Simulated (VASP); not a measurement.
# CsAuBr3 (Pm-3m) in VASP: notebook

CsAuBr3 is run at these levels: LDA; tasks: single point.

Everything below comes from runs of VASP 6.6.1. Logs are shortened: lines on timing, memory, paths and dates and some standing lists are left out, and cuts for length are marked.

## Step 1: The cell of the first run

It takes space group Pm-3m (No. 221, cubic). The conventional cell has a = 5.473 Å, b = 5.473 Å, c = 5.473 Å, α = 90.00°, β = 90.00°, γ = 90.00°. Cs (site symmetry m-3m) has 12 Br at 3.87 Å and 8 Au at 4.74 Å within 5.1 Å. Au (site symmetry m-3m) has 6 Br at 2.74 Å within 3.6 Å. Within 3.6 Å of Br (site symmetry 4/mmm) lie 2 Au at 2.74 Å.

## Step 2: Single point, LDA

The input, INCAR:

```
PREC     = Accurate       # precision mode
ENCUT    = 520            # plane-wave cutoff, eV
EDIFF    = 1E-6           # SCF threshold, eV
ISMEAR   = 1              # smearing method
SIGMA    = 0.1            # smearing width, eV
LREAL    = False          # projectors in reciprocal space
LASPH    = True           # aspherical terms in the spheres
NELM     = 100            # most SCF steps
ALGO     = Normal         # electronic algorithm
ISIF     = 2              # what is computed and relaxed
LWAVE    = False          # write WAVECAR
LCHARG   = False          # write CHGCAR
GGA      = CA             # functional
NBANDS   = 28             # bands
```

The input, KPOINTS:

```
Automatic mesh
0
Gamma
  4 4 4
```

The input, POSCAR:

```
CsAuBr3
1.0
    5.4725400000      0.0000000000      0.0000000000
    0.0000000000      5.4725400000      0.0000000000
    0.0000000000      0.0000000000      5.4725400000
Cs Au Br
1 1 3
Direct
    0.5000000000      0.5000000000      0.5000000000
    0.0000000000      0.0000000000      0.0000000000
    0.0000000000      0.0000000000      0.5000000000
    0.5000000000      0.0000000000      0.0000000000
    0.0000000000      0.5000000000      0.0000000000
```

Potentials or basis: VASP PAW LDA potentials, release 64 (Cs_sv, Au, Br).

On the command line:

```
> cat potpaw_LDA.64/Cs_sv/POTCAR potpaw_LDA.64/Au/POTCAR potpaw_LDA.64/Br/POTCAR > POTCAR
> mpirun -np 1 vasp_std > vasp.out
```

OUTCAR:

```text
PREC = Accurate
   ENCUT = 520
   EDIFF = 1E-6
   ISMEAR = 1
   LREAL = False
   LASPH = True
   NELM = 100
   ISIF = 2
   GGA = CA

 ion  position               nearest neighbor table
   1  0.500  0.500  0.500-
   2  0.000  0.000  0.000-   3 2.74   4 2.74   5 2.74   3 2.74   5 2.74   4 2.74
   3  0.000  0.000  0.500-   2 2.74   2 2.74
   4  0.500  0.000  0.000-   2 2.74   2 2.74
   5  0.000  0.500  0.000-   2 2.74   2 2.74

  LATTYP: Found a simple cubic cell.
 ALAT       =     5.4725400000

  Lattice vectors:

 A1 = (   5.4725400000,   0.0000000000,   0.0000000000)
 A2 = (   0.0000000000,   5.4725400000,   0.0000000000)
 A3 = (   0.0000000000,   0.0000000000,   5.4725400000)

Analysis of symmetry for initial positions (statically):
=====================================================================
 Subroutine PRICEL returns:
 Original cell was already a primitive cell.

 Routine SETGRP: Setting up the symmetry group for a
 simple cubic supercell.

 Subroutine GETGRP returns: Found 48 space group operations
 (whereof 48 operations were pure point group operations)
 out of a pool of 48 trial point group operations.

The static configuration has the point symmetry O_h .

Analysis of symmetry for dynamics (positions and initial velocities):
=====================================================================
 Subroutine PRICEL returns:
 Original cell was already a primitive cell.

 Routine SETGRP: Setting up the symmetry group for a
 simple cubic supercell.

 Subroutine GETGRP returns: Found 48 space group operations
 (whereof 48 operations were pure point group operations)
 out of a pool of 48 trial point group operations.

The dynamic configuration has the point symmetry O_h .

 Subroutine INISYM returns: Found 48 space group operations
 (whereof 48 operations are pure point group operations),
 and found     1 'primitive' translations

----------------------------------------------------------------------------------------

                                     Primitive cell

  volume of cell :     163.8954

  direct lattice vectors                    reciprocal lattice vectors
     5.472540000  0.000000000  0.000000000     0.182730505  0.000000000  0.000000000
     0.000000000  5.472540000  0.000000000     0.000000000  0.182730505  0.000000000
     0.000000000  0.000000000  5.472540000     0.000000000  0.000000000  0.182730505

  length of vectors
     5.472540000  5.472540000  5.472540000     0.182730505  0.182730505  0.182730505

  position of ions in fractional coordinates (direct lattice)
     0.500000000  0.500000000  0.500000000
     0.000000000  0.000000000  0.000000000
     0.000000000  0.000000000  0.500000000
     0.500000000  0.000000000  0.000000000
     0.000000000  0.500000000  0.000000000

  ion indices of the primitive-cell ions
   primitive index   ion index
                 1           1
                 2           2
                 3           3
                 4           4
                 5           5

----------------------------------------------------------------------------------------

 KPOINTS: Automatic mesh

Automatic generation of k-mesh.
 Grid dimensions read from file:
 generate k-points for:    4    4    4

 Generating k-lattice:

  Cartesian coordinates                     Fractional coordinates (reciprocal lattice)
     0.045682626  0.000000000  0.000000000     0.250000000  0.000000000  0.000000000
     0.000000000  0.045682626  0.000000000     0.000000000  0.250000000  0.000000000
     0.000000000  0.000000000  0.045682626     0.000000000  0.000000000  0.250000000

  Length of vectors
     0.045682626  0.045682626  0.045682626

  Shift w.r.t. Gamma in fractional coordinates (k-lattice)
     0.000000000  0.000000000  0.000000000

 Subroutine IBZKPT returns following result:
 ===========================================

 Found     10 irreducible k-points:

 Following reciprocal coordinates:
            Coordinates               Weight
  0.000000  0.000000  0.000000      1.000000
  0.250000  0.000000  0.000000      6.000000
  0.500000  0.000000  0.000000      3.000000
  0.250000  0.250000  0.000000     12.000000
  0.500000  0.250000  0.000000     12.000000
  0.500000  0.500000  0.000000      3.000000
  0.250000  0.250000  0.250000      8.000000
  0.500000  0.250000  0.250000     12.000000
  0.500000  0.500000  0.250000      6.000000
  0.500000  0.500000  0.500000      1.000000
   k-points           NKPTS =     10   k-points in BZ     NKDIM =     10   number of bands    NBANDS=     28
   number of dos      NEDOS =    301   number of ions     NIONS =      5
   total plane-waves  NPLWV =  74088
   dimension x,y,z NGX =    42 NGY =   42 NGZ =   42
   dimension x,y,z NGXF=    84 NGYF=   84 NGZF=   84
   ions per type =               1   1   3
   NGX,Y,Z   is equivalent  to a cutoff of  12.76, 12.76, 12.76 a.u.
   NGXF,Y,Z  is equivalent  to a cutoff of  25.52, 25.52, 25.52 a.u.
 SYSTEM =  unknown system
   PREC   = accura    normal or accurate (medium, high low for compatibility)
   ISTART =      0    job   : 0-new  1-cont  2-samecut
   ICHARG =      2    charge: 1-file 2-atom 10-const
   ISPIN  =      1    spin polarized calculation?
   LNONCOLLINEAR =      F non collinear calculations
   LSORBIT =      F    spin-orbit coupling
   LASPH  =      T    aspherical Exc in radial PAW
   ENCUT  =  520.0 eV  38.22 Ry    6.18 a.u.  10.18 10.18 10.18*2*pi/ulx,y,z
   NELM   =    100;   NELMIN=  2; NELMDL= -5     # of ELM steps
   EDIFF  = 0.1E-05   stopping-criterion for ELM
   LREAL  =      F    real-space projection
   EDIFFG = 0.1E-04   stopping-criterion for IOM
   NSW    =      0    number of steps for IOM
   IBRION =     -1    ionic relax: 0-MD 1-quasi-New 2-CG
   NFREE  =      0    steps in history (QN), initial steepest desc. (CG)
   ISIF   =      2    stress and relaxation
   ISYM   =      2    0-nonsym 1-usesym 2-fastsym
   POTIM  = 0.5000    time-step for ionic-motion
   TEBEG  =    0.0;   TEEND  =   0.0 temperature during run
   PSTRESS=    0.0 pullay stress
   NELECT =      41.0000    total number of electrons
   NUPDOWN=      -1.0000    fix difference up-down
   EMIN   =  10.00;   EMAX   =-10.00  energy-range for DOS
   EFERMI =   0.00;   METHOD = LEGACY
   ISMEAR =     1;   SIGMA  =   0.10  broadening in eV -4-tet -1-fermi 0-gaus
   EFERMI_NEDOS =   21; number of points for ismear=-14 and -15
   IALGO  =     38    algorithm
   IMIX   =      4    mixing-type and parameters
     AMIX     =   0.40;   BMIX     =  1.00
     AMIX_MAG =   1.60;   BMIX_MAG =  1.00
  volume/ion in A,a.u.               =      32.78       221.20
  Fermi-wavevector in a.u.,A,eV,Ry     =   1.031527  1.949303 14.477245  1.064047
  Thomas-Fermi vector in A             =   2.165679
   LORBIT       =      0    0 simple, 1 ext, 2 COOP (PROOUT), +10 PAW based schemes
   GGA     = CA    functional components
   LHFCALC =     F    Hartree Fock is set to
   AEXX    =    0.0000 exact exchange contribution
   IVDW    =     0    specifies the selected vdW correction
   LEPSILON=     F    determine dielectric tensor
   LRPA    =     F    only Hartree local field effects (RPA)
 non-spin polarized calculation
 Methfessel and Paxton  Order N= 1 SIGMA  =   0.10
  energy-cutoff  :      520.00
  volume of cell :      163.90
 maximum number of plane-waves:      4468
 NGX is ok and might be reduce to    42
   NGX = 21   NGY = 21   NGZ = 21

 number of electron      41.0000003 magnetization

 Free energy of the ion-electron system (eV)
  ---------------------------------------------------
  ext. energy  EPLUGINS =         0.00000000
  ---------------------------------------------------
  free energy    TOTEN  =       -15.89134449 eV

  energy without entropy =      -15.88917043  energy(sigma->0) =      -15.89061981

 E-fermi :   1.0561     XC(G=0):  -8.8822

 val. band max:        0.8883669988   @ k =   0.0000   0.0000   0.0000
 cond. band min:       1.0993128033   @ k =   0.5000   0.2500   0.0000
 fundamental gap:      0.2109458046
 Fermi energy:         1.0561132583

 k-point     1 :       0.0000    0.0000    0.0000
  band No.  band energies     occupation
      1     -19.0607      2.00000
      2     -13.3670      2.00000
      3     -12.8231      2.00000
      4     -12.8231      2.00000
      5      -5.9402      2.00000
      6      -5.9402      2.00000
[... 20 lines left out ...]
     27       7.1067      0.00000
     28       7.1067      0.00000

 k-point     2 :       0.2500    0.0000    0.0000
  band No.  band energies     occupation
      1     -19.0583      2.00000
      2     -13.2991      2.00000
      3     -12.8579      2.00000
      4     -12.8208      2.00000
      5      -5.9206      2.00000
      6      -5.9206      2.00000
[... 20 lines left out ...]
     27       7.6668      0.00000
     28       7.6668      0.00000

 k-point     3 :       0.5000    0.0000    0.0000
  band No.  band energies     occupation
      1     -19.0560      2.00000
      2     -13.2170      2.00000
      3     -12.9056      2.00000
      4     -12.8184      2.00000
      5      -5.9006      2.00000
      6      -5.9006      2.00000
[... 20 lines left out ...]
     27       8.5335      0.00000
     28       8.6005      0.00000

 k-point     4 :       0.2500    0.2500    0.0000
  band No.  band energies     occupation
      1     -19.0562      2.00000
      2     -13.2274      2.00000
      3     -12.8678      2.00000
      4     -12.8399      2.00000
      5      -5.9447      2.00000
      6      -5.9016      2.00000
[... 20 lines left out ...]
     27       7.8041      0.00000
     28       8.1639      0.00000

 k-point     5 :       0.5000    0.2500    0.0000
  band No.  band energies     occupation
      1     -19.0541      2.00000
      2     -13.1368      2.00000
      3     -12.9085      2.00000
      4     -12.8460      2.00000
      5      -5.9267      2.00000
      6      -5.9181      2.00000
[... 20 lines left out ...]
     27       7.9197      0.00000
     28       8.4136      0.00000

 k-point     6 :       0.5000    0.5000    0.0000
  band No.  band energies     occupation
      1     -19.0523      2.00000
      2     -13.0171      2.00000
      3     -12.9114      2.00000
      4     -12.9114      2.00000
      5      -5.9514      2.00000
      6      -5.9514      2.00000
[... 20 lines left out ...]
     27       8.3721      0.00000
     28       8.7023      0.00000

 k-point     7 :       0.2500    0.2500    0.2500
  band No.  band energies     occupation
      1     -19.0543      2.00000
      2     -13.1569      2.00000
      3     -12.8638      2.00000
      4     -12.8638      2.00000
      5      -5.9614      2.00000
      6      -5.9614      2.00000
[... 20 lines left out ...]
     27       8.0703      0.00000
     28       8.3971      0.00000

 k-point     8 :       0.5000    0.2500    0.2500
  band No.  band energies     occupation
      1     -19.0525      2.00000
      2     -13.0653      2.00000
      3     -12.9071      2.00000
      4     -12.8597      2.00000
      5      -5.9784      2.00000
      6      -5.9619      2.00000
[... 20 lines left out ...]
     27       7.7852      0.00000
     28       8.2920      0.00000

 k-point     9 :       0.5000    0.5000    0.2500
  band No.  band energies     occupation
      1     -19.0509      2.00000
      2     -12.9597      2.00000
      3     -12.9057      2.00000
      4     -12.9057      2.00000
      5      -6.0043      2.00000
      6      -6.0043      2.00000
[... 20 lines left out ...]
     27       8.2025      0.00000
     28       8.4283      0.00000

 k-point    10 :       0.5000    0.5000    0.5000
  band No.  band energies     occupation
      1     -19.0495      2.00000
      2     -12.9000      2.00000
      3     -12.9000      2.00000
      4     -12.9000      2.00000
      5      -6.0561      2.00000
      6      -6.0561      2.00000
[... 20 lines left out ...]
     27       8.3494      0.00000
     28       8.3494      0.00000

------------------------ aborting loop because EDIFF is reached ----------------------------------------

  FORCE on cell =-STRESS in cart. coord.  units (eV):
  Direction    XX          YY          ZZ          XY          YZ          ZX
  --------------------------------------------------------------------------------------
  -------------------------------------------------------------------------------------
  Total       -3.8135845     -3.8135845     -3.8135845     -0.0000000     -0.0000000     -0.0000000
  in kB      -37.2801047    -37.2801047    -37.2801047     -0.0000000     -0.0000000     -0.0000000
  external PRESSURE =     -37.2801047 kB  Pullay stress =       0.0000000 kB

 VOLUME and BASIS-vectors are now :
 -----------------------------------------------------------------------------
  energy-cutoff  :      520.00
  volume of cell :      163.90
      direct lattice vectors                 reciprocal lattice vectors
     5.472540000  0.000000000  0.000000000     0.182730505  0.000000000  0.000000000
     0.000000000  5.472540000  0.000000000     0.000000000  0.182730505  0.000000000
     0.000000000  0.000000000  5.472540000     0.000000000  0.000000000  0.182730505

 POSITION                                       TOTAL-FORCE (eV/Angst)
 -----------------------------------------------------------------------------------
      2.73627      2.73627      2.73627         0.000000      0.000000      0.000000
      0.00000      0.00000      0.00000         0.000000      0.000000      0.000000
      0.00000      0.00000      2.73627         0.000000      0.000000      0.000000
      2.73627      0.00000      0.00000         0.000000      0.000000      0.000000
      0.00000      2.73627      0.00000         0.000000      0.000000      0.000000
 -----------------------------------------------------------------------------------
    total drift:                                0.000000      0.000000     -0.000000

  FREE ENERGIE OF THE ION-ELECTRON SYSTEM (eV)
  ---------------------------------------------------
  free  energy   TOTEN  =       -15.8913444927 eV

  energy  without entropy=      -15.8891704337  energy(sigma->0) =      -15.89061981
```

Wall time 65 s (1 thread of Intel Xeon 8259CL, shared host); peak memory 0.24 GiB.

Results:

- Free energy: -15.8913 eV
- Pressure: -3.7 GPa
- Band gap on the k mesh: zero (an odd number of electrons rules out a gap without spin polarisation)

Levels at points of the mesh, in eV from the Fermi level:
```csv
k point,band 17,band 18,band 19,band 20,band 21,band 22,band 23,band 24
"(0.00, 0.00, 0.00)",-1.49,-1.49,-1.16,-1.16,-1.16,-0.17,4.05,4.67
"(0.50, 0.00, 0.00)",-1.73,-1.40,-1.40,-1.11,-1.11,3.48,5.65,6.10
"(0.50, 0.50, 0.00)",-1.61,-1.24,-1.24,-0.81,1.15,4.96,6.14,6.14
"(0.50, 0.50, 0.50)",-0.79,-0.79,-0.79,1.16,1.16,4.67,4.67,4.67
```

Caveat: the cell stands under tension; spin-orbit coupling is left out, which moves the levels of the heavy elements; an odd number of electrons without spin polarisation forces a metal; a magnetic or distorted state may lie lower.

## Step 3: Single point, LDA

The input, INCAR:

```
  PREC = Accurate
  ENCUT = 520
  EDIFF = 1E-7
  ISMEAR = 1
  SIGMA = 0.05
  LREAL = False
  LASPH = True
  NELM = 80
  ALGO = Normal
  ISIF = 2
  LWAVE = False
  LCHARG = False
  NBANDS = 28
```

The input, KPOINTS:

```
regular mesh
0
Gamma
  4 4 4
```

POSCAR is that of step 2.

Potentials or basis: VASP PAW LDA potentials, release 64 (Cs_sv, Au, Br).

On the command line:

```
> cat potpaw_LDA.64/Cs_sv/POTCAR potpaw_LDA.64/Au/POTCAR potpaw_LDA.64/Br/POTCAR > POTCAR
> mpirun -np 1 vasp_std > vasp.out
```

Run time: 80 s. Hardware: 1 thread of Intel Xeon 8259CL, shared host; peak memory 0.23 GiB.

The run converged. Its results:

| Quantity | Value |
| --- | --- |
| Free energy | -15.8901 eV |
| Pressure | -3.7 GPa |
| Band gap on the k mesh | zero (an odd number of electrons rules out a gap without spin polarisation) |

Levels at points of the mesh, in eV from the Fermi level:
| k point | band 16 | band 17 | band 18 | band 19 | band 20 | band 21 | band 22 | band 23 | band 24 | band 25 |
| --- | --- | --- | --- | --- | --- | --- | --- | --- | --- | --- |
| (0.00, 0.00, 0.00) | -1.51 | -1.51 | -1.51 | -1.18 | -1.18 | -1.18 | -0.19 | 4.03 | 4.65 | 4.65 |
| (0.50, 0.00, 0.00) | -1.88 | -1.75 | -1.42 | -1.42 | -1.13 | -1.13 | 3.45 | 5.62 | 6.08 | 6.27 |
| (0.50, 0.50, 0.00) | -1.76 | -1.63 | -1.26 | -1.26 | -0.84 | 1.13 | 4.93 | 6.12 | 6.12 | 6.31 |
| (0.50, 0.50, 0.50) | -1.37 | -0.81 | -0.81 | -0.81 | 1.14 | 1.14 | 4.65 | 4.65 | 4.65 | 5.51 |

Caveat: the cell stands under tension; spin-orbit coupling is left out, which moves the levels of the heavy elements; an odd number of electrons without spin polarisation forces a metal; a magnetic or distorted state may lie lower.
